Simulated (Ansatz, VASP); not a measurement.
## Two plane-wave programs on NaH

File POSCAR:

```
NaH
1.0
    0.0000000000      2.3975126521      2.3975126521
    2.3975126521      0.0000000000      2.3975126521
    2.3975126521      2.3975126521      0.0000000000
Na H
1 1
Direct
    0.0000000000      0.0000000000      0.0000000000
    0.5000000000      0.5000000000      0.5000000000
```

Contents of INCAR.step1:

```
SYSTEM = NaH
PREC = Accurate
ENCUT = 520
EDIFF = 1E-5
ISMEAR = 0
SIGMA = 0.01
LREAL = .FALSE.
LASPH = .TRUE.
NELM = 60
ALGO = Normal
ISIF = 2
LWAVE = .TRUE.
LCHARG = .FALSE.
NBANDS = 11
GGA = PE
```

INCAR.step2

```
SYSTEM = NaH
PREC = Accurate
ENCUT = 520
EDIFF = 1E-7
ISMEAR = 0
SIGMA = 0.01
LREAL = .FALSE.
LASPH = .TRUE.
NELM = 60
ALGO = Normal
ISIF = 2
LWAVE = .FALSE.
LCHARG = .FALSE.
GGA = PE
LHFCALC = .TRUE.
HFSCREEN = 0.2079
PRECFOCK = Normal
NBANDS = 11
ISTART = 1
```

The input KPOINTS:

```
Automatic mesh
0
G
  6 6 6
  0 0 0
```

Input for Ansatz:

```yaml
crystal:
  lattice:
    - [0.0, 2.3975126521, 2.3975126521]
    - [2.3975126521, 0.0, 2.3975126521]
    - [2.3975126521, 2.3975126521, 0.0]
  atoms:
    - { symbol: Na, position: [0.0, 0.0, 0.0] }
    - { symbol: H, position: [0.5, 0.5, 0.5] }
kpoints:
  mp_grid: { grid: [6, 6, 6] }
  band_path:
    path:
      - [0.0, 0.0, 0.0]
      - [0.5, 0.0, 0.5]
      - [0.625, 0.25, 0.625]
      - [0.375, 0.375, 0.75]
      - [0.5, 0.5, 0.5]
      - [0.5, 0.25, 0.75]
      - [0.25, -0.5, -0.25]
      - [0.0, 0.0, 0.5]
    npoints: 1
hamiltonian:
  xc: hse06
scf:
  occupations: { method: fixed }
  n_extra_bands: 4
output:
  forces: true
  stress: true
  eigenvalues: true
```

Alike in both runs: task single point; functional HSE06; k mesh 6 × 6 × 6; no spin polarisation.

|  | VASP | Ansatz |
| --- | --- | --- |
| version | VASP 6.6.1 | Ansatz 0.2.0 |
| potentials or method | VASP PAW PBE potentials, release 64 (Na_pv, H) | plane waves, PAW |
| plane-wave cutoff (eV) | 520 | 420 |
| occupations | gaussian, width 0.01 eV | fixed |
| valence electrons in the cell | 8 | 10 |

Ansatz gave:

* gap on the k mesh at the Fermi level (eV): 4.90
* pressure (GPa): 0.2

Q: Estimate VASP's values.

A: gap on the k mesh at the Fermi level (eV): 4.89; pressure (GPa): 0.2.

VASP's potentials hold 8 valence electrons a cell and Ansatz's 10, so a difference there can come from the potentials and not from the codes. Ansatz's warnings: stress exchange threshold loose, stress scf threshold loose.
